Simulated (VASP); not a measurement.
Al: single point with revPBE+D4

The system is Al.

```
CELL_PARAMETERS angstrom
0.00000 1.98606 1.98606
1.98606 0.00000 1.98606
1.98606 1.98606 0.00000
ATOMIC_POSITIONS crystal
Al 0.00000 0.00000 0.00000
```

```
Program             : VASP 6.6.1
Task                : single point
Functional          : revPBE
Dispersion          : D4
Potentials or basis : VASP PAW PBE potentials, release 64 (Al)
Cutoff              : 520 eV
k mesh              : 11 × 11 × 11
Occupations         : fermi-dirac, width 0.05 eV
Spin                : no spin polarisation
```

```yaml
Pressure: -0.2 GPa
Dispersion_energy_per_atom: -0.594 eV
```

Levels at points of the mesh, in eV from the Fermi level:
| k point | band 1 | band 2 | band 3 | band 4 |
| --- | --- | --- | --- | --- |
| (0.00, 0.00, 0.00) | -11.50 | 12.89 | 12.89 | 12.89 |

Run time: 5.3 s on 1 thread of Intel(R) Xeon(R) Platinum 8488C (Sapphire Rapids) (shared host), peak memory 0.13 GiB.

Caveat: the PAW data sets were made with another functional, which shifts forces and pressure a little; pairwise dispersion overbinds metals, which lowers pressure and volume.
